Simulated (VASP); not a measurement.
TiC:

```
Ti C
1.0
     0.00000    2.16572    2.16572
     2.16572    0.00000    2.16572
     2.16572    2.16572    0.00000
Ti C
1 1
Direct
  0.00000 0.00000 0.00000
  0.50000 0.50000 0.50000
```

- Program: VASP 6.6.1
- Task: relaxation of cell and atoms
- Functional: PBEsol
- Dispersion: D3(BJ)
- Potentials or basis: VASP PAW PBE potentials, release 64 (Ti_sv, C)
- Cutoff: 600 eV
- k mesh: 11 × 11 × 11
- Occupations: fermi-dirac, width 0.05 eV
- Spin: no spin polarisation

At the start: pressure -13.1 GPa; volume 10.16 Å³/atom.

Question: How do energy, volume and symmetry change on relaxing?

Answer: Over 3 steps the energy falls by 21.8 meV/atom and the volume is 9.65 Å³/atom (-5.0 %); space group Fm-3m (No. 225, to 0.05 Å).

The path:
```csv
step,energy change (eV),largest force (eV/Å),pressure (GPa),volume (Å³)
1,0.0000,0.0000,-13.06,20.32
2,0.0442,0.0000,22.69,17.98
3,-0.0436,0.0000,-0.04,19.31
```

Final structure:
```
Ti C
1.0
     0.00000    2.12933    2.12933
     2.12933    0.00000    2.12933
     2.12933    2.12933    0.00000
Ti C
1 1
Direct
  0.00000 0.00000 0.00000
  0.50000 0.50000 0.50000
```

Caveat: the PAW data sets were made with another functional, which shifts forces and pressure a little; pairwise dispersion overbinds metals, which lowers pressure and volume.
